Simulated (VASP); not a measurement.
Set up this calculation in VASP 6.6.1, as the native input.

* Task: single point
* Functional: RPBE
* Potentials or basis: VASP PAW PBE potentials, release 64 (Ga_d, B)
* Cutoff: 520 eV
* k mesh: 6 × 6 × 5
* Occupations: fermi-dirac, width 0.05 eV
* Spin: no spin polarisation
* Dipole correction: no
* Further INCAR settings: ALGO = Normal; EDIFF = 1e-06; NBANDS = 15

The structure of GaB lies in POSCAR:

```
GaB
1.0
    2.7182400000      0.0000000000      0.0000000000
    0.0000000000      2.7182400000      0.0000000000
    0.0000000000      0.0000000000      3.2362100000
Ga B
1 1
Direct
    0.5000000000      0.5000000000      0.5000000000
    0.0000000000      0.0000000000      0.0000000000
```

The input as run:

INCAR

```
SYSTEM = GaB
  ALGO = Normal
  EDIFF = 1E-6
  ENCUT = 520
  GGA = RP
  ISIF = 2
  ISMEAR = -1
  LASPH = .True.
  LCHARG = .False.
  LREAL = .False.
  LWAVE = .False.
  NBANDS = 15
  NELM = 80
  PREC = Accurate
  SIGMA = 0.05
```

KPOINTS

```
k-points
0
Gamma
  6 6 5
  0 0 0
```

Potentials or basis: VASP PAW PBE potentials, release 64 (Ga_d, B).

Command:

```sh
$ cat potpaw_PBE.64/Ga_d/POTCAR potpaw_PBE.64/B/POTCAR > POTCAR
$ mpirun -np 1 vasp_std > vasp.out
```

Results of the run:

- Pressure: 2.8 GPa
- Band gap on the k mesh: zero (band 8 reaches 11.18 eV, above the bottom of band 9 at 3.92 eV)

Caveat: the k points lie up to 0.39 Å⁻¹ apart; the PAW data sets were made with another functional, which shifts forces and pressure a little.

It took 3.7 s on 1 thread of Intel(R) Xeon(R) 6975P-C (Granite Rapids), on a shared host, peak memory 0.13 GiB.
